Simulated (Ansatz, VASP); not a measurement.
C: VASP beside Ansatz

```
C
1.0
     1.22805   -2.12706    0.00000
     1.22805    2.12706    0.00000
     0.00000    0.00000    7.17327
C
4
Direct
  0.08338 0.91662 0.75314
  0.58338 0.41662 0.24686
  0.91662 0.08338 0.24686
  0.41662 0.58338 0.75314
```

Alike in both runs: task single point; functional r2SCAN; k mesh 30 × 30 × 8; occupations gaussian, width 0.1 eV; no spin polarisation.

```csv
,VASP,Ansatz
version,VASP 6.6.1,Ansatz 0.2.0
potentials or method,"VASP PAW PBE potentials, release 64 (C), cutoff 520 eV","scalar-relativistic, plane waves, PAW"
valence electrons in the cell,16,16
```

|  | VASP | Ansatz | Ansatz less VASP |
| --- | --- | --- | --- |
| gap on the k mesh at the Fermi level (eV) | 0.03 | 0.03 | 0.000 |
| least direct gap on the mesh (eV) | 0.03 | 0.03 | 0.000 |
| pressure (GPa) | 0.5 | -0.1 | -0.63 |
| traceless stress, the component that is largest in VASP (GPa) | -0.73 | 0.01 | +0.738 |
| rms of the force components (eV/Å) | 0.014 | 0.014 | 0.0000 |

VASP's potentials were made for PBE, not for r2SCAN. Atom by atom the forces differ by 0.000 eV/Å (rms over components).
